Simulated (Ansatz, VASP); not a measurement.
# GaP in VASP and in Ansatz

INCAR

```
SYSTEM = GaP
PREC = Accurate
ENCUT = 600
EDIFF = 1E-6
ISMEAR = 0
SIGMA = 0.01
LREAL = .False.
LASPH = .True.
NELM = 100
ALGO = Normal
ISIF = 3
LWAVE = .False.
LCHARG = .False.
GGA = PE
IBRION = 2
NSW = 80
EDIFFG = -0.001
```

Contents of KPOINTS:

```
Automatic mesh
0
Gamma
  8 8 8
  0 0 0
```

POSCAR

```
GaP
1.0
    0.0000000000      2.7525368107      2.7525368107
    2.7525368107      0.0000000000      2.7525368107
    2.7525368107      2.7525368107      0.0000000000
Ga P
1 1
Direct
    0.0000000000      0.0000000000      0.0000000000
    0.7500000000      0.7500000000      0.7500000000
```

Input for Ansatz:

```yaml
crystal:
  lattice:
    - [0.0, 2.7525368107, 2.7525368107]
    - [2.7525368107, 0.0, 2.7525368107]
    - [2.7525368107, 2.7525368107, 0.0]
  atoms:
    - { symbol: Ga, position: [0.0, 0.0, 0.0] }
    - { symbol: P, position: [0.75, 0.75, 0.75] }
basis:
  ecutwfc: 420
kpoints:
  mp_grid: { grid: [8, 8, 8] }
hamiltonian:
  xc: pbe
scf:
  occupations: { method: fixed }
output:
  forces: true
  stress: true
  eigenvalues: true
relax:
  adjacent_minimum: "off"
  f_tol: 0.001
  max_steps: 60
  cell: { stress_tol: 0.01 }
```

Alike in both runs: task relaxation of cell and atoms; functional PBE; k mesh 8 × 8 × 8; no spin polarisation.

|  | VASP | Ansatz |
| --- | --- | --- |
| version | VASP 6.6.1 | Ansatz 0.2.0 |
| potentials or method | VASP PAW PBE potentials, release 64 (Ga_d, P), cutoff 600 eV | scalar-relativistic, plane waves, PAW |
| occupations | gaussian, width 0.01 eV | fixed |
| valence electrons in the cell | 18 | 18 |

Ansatz gave:

```
gap on the k mesh at the Fermi level, each at its own relaxed structure (eV) : 1.58
relaxed volume (Å³/atom)                                                     : 20.87
relaxed cell length with the largest relative difference (Å)                 : 3.893
```

Question: Estimate VASP's values.

Answer: gap on the k mesh at the Fermi level, each at its own relaxed structure (eV): 1.58; relaxed volume (Å³/atom): 20.86; relaxed cell length with the largest relative difference (Å): 3.893.
